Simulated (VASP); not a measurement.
Input of a VASP 6.6.1 run:

INCAR

```
SYSTEM = CdS
PREC = Accurate ; ENCUT = 500
EDIFF = 1E-6 ; ISMEAR = 0
SIGMA = 0.01 ; LREAL = .False.
LASPH = .True. ; NELM = 120
ALGO = Normal ; ISIF = 2
LWAVE = .False. ; LCHARG = .False.
GGA = PS ; NBANDS = 16
GGA_COMPAT = .False.
```

File KPOINTS:

```
Automatic mesh
0
Gamma
  2 2 1
  0 0 0
```

Contents of POSCAR:

```
CdS
1.0
    4.2611700000      0.0000000000      0.0000000000
   -2.1305800000      3.6902800000      0.0000000000
    0.0000000000      0.0000000000      5.8041700000
Cd S
1 1
Direct
    0.0000000000      0.0000000000      0.4426900000
    0.6666666667      0.3333333333      0.4343100000
```

Potentials or basis: VASP PAW PBE potentials, release 64 (Cd, S).

The run is started by

```bash
$ cat potpaw_PBE.64/Cd/POTCAR potpaw_PBE.64/S/POTCAR > POTCAR
$ mpirun -np 1 vasp_std > vasp.out
```

Question: Predict the largest force.

Answer: 0.023 eV/Å.

Question: What does it give for the band gap on the k mesh?

Answer: 1.22 eV, direct.

Question: Estimate the pressure.

Answer: 0.2 GPa.

Forces in eV/Å, atoms in the order of the input:
```
Cd   0.000  0.000  0.023
S    0.000  0.000 -0.023
```

Caveat: the k points lie up to 1.08 Å⁻¹ apart; the PAW data sets were made with another functional, which shifts forces and pressure a little. A hybrid or GW would open this gap; PBEsol tends to underestimate it.
